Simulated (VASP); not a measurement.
Input of a VASP 6.6.1 run:

File INCAR:

```
  PREC = Accurate
  ENCUT = 520
  EDIFF = 1E-8
  ISMEAR = -1
  SIGMA = 0.05
  LREAL = F
  LASPH = T
  NELM = 150
  ALGO = Normal
  ISIF = 2
  LWAVE = F
  LCHARG = F
  ISPIN = 2
  MAGMOM = 1.5 0 0
  LORBIT = 11
  LMAXMIX = 4
  GGA = CA
  LEFG = T
  NBANDS = 18
```

File KPOINTS:

```
regular mesh
0
Gamma
  11 11 11
```

The input POSCAR:

```
VH2
1.0
    0.0000000000      2.1355000000      2.1355000000
    2.1355000000      0.0000000000      2.1355000000
    2.1355000000      2.1355000000      0.0000000000
V H
1 2
Direct
   -0.0562500000      0.0187500000      0.0187500000
    0.3062500000      0.2312500000      0.2312500000
    0.7500000000      0.7500000000      0.7500000000
```

Potentials or basis: VASP PAW LDA potentials, release 64 (V_sv, H).

The run is started by

```sh
$ cat potpaw_LDA.64/V_sv/POTCAR potpaw_LDA.64/H/POTCAR > POTCAR
$ mpirun -np 1 vasp_std > vasp.out
```

What does it give for the largest force?

2.834 eV/Å.

Predict the pressure.

-10.9 GPa.

Stress tensor (GPa, compression positive):
```
-10.95  -6.31  -6.31
 -6.31 -10.95   6.31
 -6.31   6.31 -10.95
```

Caveat: the cell differs from its parent crystal (shortest bond scaled by 0.85); the cell stands under tension; without QUAD_EFG the Cq values of the log hold for a quadrupole moment of 1 mb, not for the nuclei; forces of over 1 eV/Å act on the atoms, so gaps and moduli don't describe the material at rest.
